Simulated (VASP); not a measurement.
Runs of VASP 6.6.1 on Ba. The structure is that of space group Fd-3m (No. 227), or close to it. The cells are those of the table. This isn't the form of Ba at room conditions, which is bcc.

```tsv
task	cell	k mesh	cutoff (eV)	gap on the mesh (eV)	pressure (GPa)
single point	a = 5.381 Å, angles 60.0°, 2 atoms	8 × 8 × 8	520	none	0.8
single point	a = 5.455 Å, angles 60.0°, 2 atoms	6 × 6 × 6	520	none	0.4
single point	a = 5.455 Å, angles 60.0°, 2 atoms	8 × 8 × 8	520	none	0.3
single point	a = 5.597 Å, angles 60.0°, 2 atoms	8 × 8 × 8	520	none	-0.1
single point	a = 5.665 Å, angles 60.0°, 2 atoms	8 × 8 × 8	520	none	(b)
relaxation of cell and atoms	relaxed from a = 6.203 Å, angles 60.0°, 2 atoms	6 × 6 × 6	600	none	0.0
single point	a = 5.527 Å, angles 60.0°, 2 atoms	8 × 8 × 8	520	none	0.0
single point	a = 5.455 Å, angles 60.0°, 2 atoms	12 × 12 × 12	520	none	0.3
single point	a = 5.227 Å, angles 60.0°, 2 atoms	8 × 8 × 8	520	none	2.2
single point	a = 5.305 Å, angles 60.0°, 2 atoms	8 × 8 × 8	520	none	(a)
```

Alike in all rows: level PBE; potentials or basis VASP PAW PBE potentials, release 64 (Ba_sv); no spin polarisation; smearing fermi-dirac 0.1 eV.

**Question.** Fill in the values left out.

**Answer.** (a) 1.4; (b) -0.2.

Caveats: spin-orbit coupling is left out, which moves the levels of the heavy elements.

A k mesh can miss the band edges, and the runs leave out spin-orbit coupling on Ba.

A gap of «none» marks levels without a gap at the run's occupations.
